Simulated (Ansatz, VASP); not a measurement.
# One calculation of Al4Co3Ni, two programs

```
Al Co Ni
1.0
     5.72316    0.00000    0.00000
     0.00000    5.72316    0.00000
     0.00000    0.00000    2.87381
Al Co Ni
4 3 1
Cartesian
  1.4147 4.3085 0.0000
  1.4147 1.4147 0.0000
  4.3085 4.3085 0.0000
  4.3085 1.4147 0.0000
  2.8616 0.0000 1.4369
  0.0000 0.0000 1.4369
  0.0000 2.8616 1.4369
  2.8616 2.8616 1.4369
```

Alike in both runs: functional PBE; k mesh 4 × 4 × 6; occupations gaussian, width 0.1 eV; collinear spin.

Ansatz relaxed the structure, and its values are those at the end. VASP's run is a single point on that final structure, the one shown.

|  | VASP | Ansatz |
| --- | --- | --- |
| version | VASP 6.6.1 | Ansatz 0.2.0 |
| potentials or method | VASP PAW PBE potentials, release 64 (Al, Co, Ni), cutoff 520 eV | scalar-relativistic, plane waves, PAW |
| valence electrons in the cell | 49 | 81 |

VASP gave:

| Quantity | Value |
| --- | --- |
| gap on the k mesh at the Fermi level (eV) | none |
| pressure (GPa) | -0.1 |
| net moment per atom (μB) | 0.10 |
| size of the moment on the site where the two differ most (μB) | 0.29 |

Problem. Which values does Ansatz return?

Solution. gap on the k mesh at the Fermi level (eV): none; pressure (GPa): 0.0; net moment per atom (μB): 0.11; size of the moment on the site where the two differ most (μB): 0.30.

Site moments also hang on the region over which each program counts them. A gap of «none» marks a metal or a gap that the smearing closes. VASP's potentials hold 49 valence electrons a cell and Ansatz's 81, so a difference there can come from the potentials and not from the codes. Ansatz's warnings: seeded moment not kept.

The k mesh is coarse, so the values compare programs but aren't converged.
